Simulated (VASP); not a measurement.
Ti, 4 atoms in the cell. Symmetry: Cc, No. 9, monoclinic system. The conventional cell has a = 5.089 Å, b = 2.938 Å, c = 9.301 Å, α = 90.00°, β = 90.00°, γ = 90.00°. Within 3.6 Å of Ti (site symmetry 1) lie 12 Ti at 2.76 to 3.01 Å. Ti (site symmetry 1) has 12 Ti at 2.76 to 3.01 Å within 3.6 Å.  This cell differs from its parent crystal: atoms displaced along several vibrational modes.

| Item | Value |
| --- | --- |
| Program | VASP 6.6.1 |
| Task | single point |
| Functional | PBE |
| Potentials or basis | VASP PAW PBE potentials, release 64 (Ti_sv) |
| Cutoff | 520 eV |
| k mesh | 18 × 18 × 6 |
| Occupations | gaussian, width 0.15 eV |
| Spin | no spin polarisation |
| Dipole correction | no |
| Further INCAR settings | ALGO = Fast; EDIFF = 1e-06; NBANDS = 32 |

Potentials or basis: VASP PAW PBE potentials, release 64 (Ti_sv).

Launch:

```bash
$ cat potpaw_PBE.64/Ti_sv/POTCAR > POTCAR
$ mpirun -np 1 vasp_std > vasp.out
```

Hardware: 1 thread of Intel(R) Xeon(R) 6975P-C (Granite Rapids), with other jobs on the host.

Problem. Estimate the wall time of this run.

Solution. Run time: 28 min on 1 thread of Intel(R) Xeon(R) 6975P-C (Granite Rapids), with other jobs on the host, peak memory 0.85 GiB. Counts: scf iterations 43, k points 524.
